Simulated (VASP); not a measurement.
Write the native input for VASP 6.6.1 that does the following.

| Property | Result |
| --- | --- |
| Task | single point |
| Functional | PBEsol |
| Potentials or basis | VASP PAW PBE potentials, release 64 (Al, Ga_d, N) |
| Cutoff | 520 eV |
| k mesh | 6 × 6 × 6 |
| Occupations | gaussian, width 0.05 eV |
| Spin | no spin polarisation |
| Dipole correction | no |
| Further INCAR settings | ALGO = Normal; EDIFF = 1e-06; NBANDS = 31 |

The structure of Al3GaN4 lies in POSCAR:

```
Al3GaN4
1.0
    4.4069948456      0.0000000000      0.0000000000
    0.0000000000      4.4069948456      0.0000000000
    0.0000000000      0.0000000000      4.4069948456
Al Ga N
3 1 4
Direct
    0.5000000000      0.4926905724      0.0000000000
    0.5000000000     -0.0255275996      0.5000000000
    0.0000000000      0.4926905724      0.5000000000
    0.0000000000      0.0212923105      0.0000000000
    0.7520287337      0.7375443235      0.2479712663
    0.7373867017      0.2481288881      0.7373867017
    0.2479712663      0.7375443235      0.7520287337
    0.2626132983      0.2481288881      0.2626132983
```

This cell differs from its parent crystal: mode 4 (242.1 1/cm) frozen in, largest displacement +0.113 Å.

One way to write it, as run:

INCAR

```
ALGO     = Normal         # electronic algorithm
EDIFF    = 1E-6           # SCF threshold, eV
ENCUT    = 520            # plane-wave cutoff, eV
GGA      = PS             # functional
ISIF     = 2              # what is computed and relaxed
ISMEAR   = 0              # smearing method
LASPH    = True           # aspherical terms in the spheres
LCHARG   = False          # write CHGCAR
LREAL    = False          # projectors in reciprocal space
LWAVE    = False          # write WAVECAR
NBANDS   = 31             # bands
NELM     = 80             # most SCF steps
PREC     = Accurate       # precision mode
SIGMA    = 0.05           # smearing width, eV
```

KPOINTS

```
k-points
0
Gamma
  6 6 6
```

Potentials or basis: VASP PAW PBE potentials, release 64 (Al, Ga_d, N).

Launch:

```bash
$ cat potpaw_PBE.64/Al/POTCAR potpaw_PBE.64/Ga_d/POTCAR potpaw_PBE.64/N/POTCAR > POTCAR
$ mpirun -np 1 vasp_std > vasp.out
```

It gave:

* Pressure: -0.1 GPa
* Largest force: 1.384 eV/Å
* Band gap on the k mesh: 3.17 eV, indirect (the least direct gap lies 4.9 meV higher)

Caveat: the cell differs from its parent crystal (mode 4 (242.1 1/cm) frozen in, largest displacement +0.113 Å); the PAW data sets were made with another functional, which shifts forces and pressure a little.

Run time: 84 s on 1 thread of Intel(R) Xeon(R) Platinum 8375C CPU @ 2.90GHz (Ice Lake) (shared host), peak memory 0.27 GiB.
